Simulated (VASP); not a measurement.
**Ta3AsAu2O13: single point with PBE+D3(BJ)**

The system is Ta3AsAu2O13.

```
CELL_PARAMETERS angstrom
6.74648 -1.91457 -0.03302
6.74648 1.91457 -0.03302
-1.71909 0.00000 10.32494
ATOMIC_POSITIONS crystal
Ta 0.29770 0.29770 0.63012
Ta 0.35790 0.35790 0.00433
Ta 0.64198 0.64198 0.99899
As 0.70243 0.70243 0.36291
Au 0.60073 0.60073 0.63159
Au 0.40164 0.40164 0.36677
O 0.34211 0.34211 0.80572
O 0.41733 0.41733 0.55771
O 0.78104 0.78104 0.59138
O 0.65955 0.65955 0.20045
O 0.58967 0.58967 0.43398
O 0.21896 0.21896 0.41101
O 0.61557 0.61557 0.82191
O 0.14309 0.14309 0.64058
O 0.38413 0.38413 0.18045
O 0.84533 0.84533 0.35818
O 0.50039 0.50039 0.00227
O 0.81242 0.81242 0.99259
O 0.18804 0.18804 0.00906
```

```yaml
Program: VASP 6.6.1
Task: single point
Functional: PBE
Dispersion: D3(BJ)
Potentials_or_basis: VASP PAW PBE potentials, release 64 (Ta_sv_GW, As_d, Au_sv_GW, O)
Cutoff: 700 eV
k_mesh: 5 × 5 × 2
Occupations: fermi-dirac, width 0.05 eV
Spin: no spin polarisation
```

```yaml
Pressure: 0.0 GPa
Largest_force: 0.157 eV/Å
Band_gap_on_the_k_mesh: zero (bands 85 and 86 overlap by 0.11 eV)
Dispersion_energy_per_atom: -0.185 eV
```

Forces on the atoms (eV/Å):
```
Ta  -0.075  0.000 -0.063
Ta  -0.035  0.000 -0.110
Ta   0.039  0.000  0.126
As  -0.054  0.000 -0.147
Au  -0.047  0.000 -0.002
Au   0.052  0.000 -0.007
O    0.018  0.000  0.111
O    0.077  0.000  0.025
O   -0.008  0.000 -0.010
O    0.028  0.000  0.117
O    0.000  0.000 -0.036
O    0.005  0.000  0.008
O   -0.005  0.000 -0.079
O    0.018  0.000 -0.002
O    0.007  0.000  0.071
O   -0.014  0.000  0.003
O   -0.009  0.000 -0.003
O   -0.009  0.000  0.002
O    0.013  0.000 -0.005
```

Stress tensor (GPa, compression positive):
```
-0.17  0.00 -0.06
 0.00 -0.01  0.00
-0.06  0.00  0.07
```

Levels at points of the mesh, in eV from the Fermi level:
| k point | band 83 | band 84 | band 85 | band 86 | band 87 | band 88 |
| --- | --- | --- | --- | --- | --- | --- |
| (0.00, 0.00, 0.00) | -0.68 | -0.48 | -0.28 | -0.20 | 0.67 | 1.61 |
| (0.00, 0.00, 0.50) | -0.69 | -0.38 | -0.28 | -0.09 | 0.73 | 1.68 |

It took 44 min on 1 thread of Intel(R) Xeon(R) 6975P-C (Granite Rapids) (shared host), peak memory 1.1 GiB.

Caveat: spin-orbit coupling is left out, which moves the levels of the heavy elements.
